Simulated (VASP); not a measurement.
**TaTe: single point with PBE**

The system is TaTe.

```xyz
2
Lattice="0.0000 2.8479 2.8479 2.8479 0.0000 2.8479 2.8479 2.8479 0.0000" Properties=species:S:1:pos:R:3 pbc="T T T"
Ta    2.8479    2.8479    2.8479
Te    0.0000    0.0000    0.0000
```

```json
{
  "Program": "VASP 6.6.1",
  "Task": "single point",
  "Functional": "PBE",
  "Potentials or basis": "VASP PAW PBE potentials, release 64 (Ta_pv, Te)",
  "Cutoff": "520 eV",
  "k mesh": "10 × 10 × 10",
  "Occupations": "gaussian, width 0.05 eV",
  "Spin": "no spin polarisation",
  "Dipole correction": "no",
  "Further INCAR settings": "ALGO = Normal; EDIFF = 1e-06; NBANDS = 16"
}
```

```yaml
Pressure: 0.0 GPa
Band_gap_on_the_k_mesh: zero (an odd number of electrons rules out a gap without spin polarisation)
```

Levels at points of the mesh, in eV from the Fermi level:
```
           k point  band 6  band 7  band 8  band 9  band 10  band 11  band 12  band 13
(0.00, 0.00, 0.00)   -1.75   -1.75   -1.43   -1.43    -1.43    -0.97    -0.97     2.02
(0.50, 0.00, 0.00)   -4.79   -4.79    0.40    0.40     0.52     1.93     4.57     4.57
(0.50, 0.50, 0.00)   -3.53   -3.53   -2.98   -0.43    -0.12     1.12     1.12     2.70
```

It took 25 s on 1 thread of AMD EPYC 9R45 96-Core Processor (Zen 5), with other jobs on the host, peak memory 0.16 GiB.

Caveat: spin-orbit coupling is left out, which moves the levels of the heavy elements.
